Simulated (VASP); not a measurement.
Crystal: ZnSe5.

```xyz
6
Lattice="6.1940 0.0000 0.0000 -3.0970 5.3642 0.0000 0.0000 0.0000 4.9349" Properties=species:S:1:pos:R:3 pbc="T T T"
Zn    0.0000    0.0000    0.0000
Se    3.0970    0.0000    2.4674
Se    1.5485    2.6821    2.4674
Se   -1.5485    2.6821    2.4674
Se    0.0000    3.5761    0.0000
Se    3.0970    1.7881    0.0000
```

- Program: VASP 6.6.1
- Task: relaxation of cell and atoms
- Functional: PBE
- Potentials or basis: VASP PAW PBE potentials, release 64 (Zn, Se)
- Cutoff: 600 eV
- k mesh: 3 × 3 × 4
- Occupations: gaussian, width 0.1 eV
- Spin: no spin polarisation

At the start: pressure -5.8 GPa; volume 27.33 Å³/atom.

Task: How do energy, volume and symmetry change on relaxing?

Result: Over 13 steps the energy falls by 231.2 meV/atom and the volume is 26.99 Å³/atom (-1.2 %); space group P6/mmm (No. 191, to 0.05 Å).

Step by step:
| step | energy change (eV) | largest force (eV/Å) | pressure (GPa) | volume (Å³) |
| --- | --- | --- | --- | --- |
| 1 | 0.0000 | 0.0000 | -5.78 | 163.97 |
| 2 | -0.7045 | 0.0000 | -0.10 | 141.50 |
| 3 | -0.7121 | 0.0000 | 0.67 | 139.62 |
| 4 | -0.7122 | 0.0000 | 0.88 | 139.16 |
| 5 | -0.7552 | 0.0000 | 0.64 | 140.63 |
| 6 | -0.8351 | 0.0000 | 0.36 | 144.79 |
| 7 | -1.0472 | 0.0000 | 0.75 | 151.88 |
| 8 | -1.2649 | 0.0000 | 1.66 | 160.14 |
| 9 | -1.3609 | 0.0000 | 0.86 | 157.58 |
| 10 | -1.3553 | 0.0000 | 1.13 | 159.08 |
| 11 | -1.3779 | 0.0000 | 1.01 | 158.50 |
| 12 | -1.1725 | 0.0000 | -3.65 | 179.11 |
| 13 | -1.3875 | 0.0000 | -0.02 | 161.97 |

Final structure:
```xyz
6
Lattice="7.2943 0.0000 0.0000 -3.6472 6.3171 0.0000 0.0000 0.0000 3.5150" Properties=species:S:1:pos:R:3 pbc="T T T"
Zn    0.0000    0.0000    0.0000
Se    3.6472    0.0000    1.7575
Se    1.8236    3.1585    1.7575
Se   -1.8236    3.1585    1.7575
Se    0.0000    4.2114    0.0000
Se    3.6472    2.1057    0.0000
```

Caveat: the k points lie up to 0.45 Å⁻¹ apart in the final cell.
